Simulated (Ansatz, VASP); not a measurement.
**One calculation of HfO2, two programs**

The input INCAR:

```
SYSTEM = HfO2
  PREC = Accurate
  ENCUT = 520
  EDIFF = 1E-6
  ISMEAR = 0
  SIGMA = 0.05
  LREAL = .FALSE.
  LASPH = .TRUE.
  NELM = 60
  ALGO = Normal
  ISIF = 2
  LWAVE = .FALSE.
  LCHARG = .TRUE.
  GGA = PE
  LELF = .TRUE.
  LVHAR = .TRUE.
  NBANDS = 31
```

File KPOINTS:

```
Automatic mesh
0
G
  6 6 4
  0 0 0
```

The input POSCAR:

```
HfO2
1.0
    3.6043047840      0.0000000000      0.0000000000
    0.0000000000      3.6043047840      0.0000000000
    0.0000000000      0.0000000000      6.0535623527
Hf O
2 4
Direct
    0.5000000000      0.5000000000      0.5000000000
    0.0000000000      0.0000000000      0.0000000000
    0.0000000000      0.5000000000      0.6932520948
    0.5000000000      0.0000000000      0.8067479052
    0.5000000000      0.0000000000      0.3067479052
    0.0000000000      0.5000000000      0.1932520948
```

Input for Ansatz:

```yaml
crystal:
  lattice:
    - [3.604304784, 0.0, 0.0]
    - [0.0, 3.604304784, 0.0]
    - [0.0, 0.0, 6.0535623527]
  atoms:
    - { symbol: Hf, position: [0.5, 0.5, 0.5] }
    - { symbol: Hf, position: [0.0, 0.0, 0.0] }
    - { symbol: O, position: [0.0, 0.5, 0.6932520948] }
    - { symbol: O, position: [0.5, 0.0, 0.8067479052] }
    - { symbol: O, position: [0.5, 0.0, 0.3067479052] }
    - { symbol: O, position: [0.0, 0.5, 0.1932520948] }
basis:
  ecutwfc: 420
kpoints:
  mp_grid: { grid: [6, 6, 4] }
hamiltonian:
  xc: pbe
scf:
  occupations: { method: gaussian, width: 0.05 }
output:
  forces: true
  stress: true
  eigenvalues: true
```

Change from the starting cell: strain +0.1500 x Voigt [0, 0, 1, 0, 0, 0], atoms carried along.

Alike in both runs: task single point; functional PBE; k mesh 6 × 6 × 4; occupations gaussian, width 0.05 eV; no spin polarisation.

|  | VASP | Ansatz |
| --- | --- | --- |
| version | VASP 6.6.1 | Ansatz 0.2.0 |
| potentials or method | VASP PAW PBE potentials, release 64 (Hf_pv, O), cutoff 520 eV | scalar-relativistic, plane waves, PAW |
| valence electrons in the cell | 44 | 76 |

|  | VASP | Ansatz | Ansatz less VASP |
| --- | --- | --- | --- |
| gap on the k mesh at the Fermi level (eV) | 3.72 | 3.76 | +0.043 |
| least direct gap on the mesh (eV) | 3.73 | 3.77 | +0.042 |
| pressure (GPa) | -24.0 | -21.9 | +2.14 |
| traceless stress, the component that is largest in VASP (GPa) | -20.81 | -20.67 | +0.148 |
| rms of the force components (eV/Å) | 0.794 | 0.761 | -0.0332 |

Atom by atom the forces differ by 0.033 eV/Å (rms over components). VASP's potentials hold 44 valence electrons a cell and Ansatz's 76, so a difference there can come from the potentials and not from the codes.

Spin-orbit coupling is off throughout.
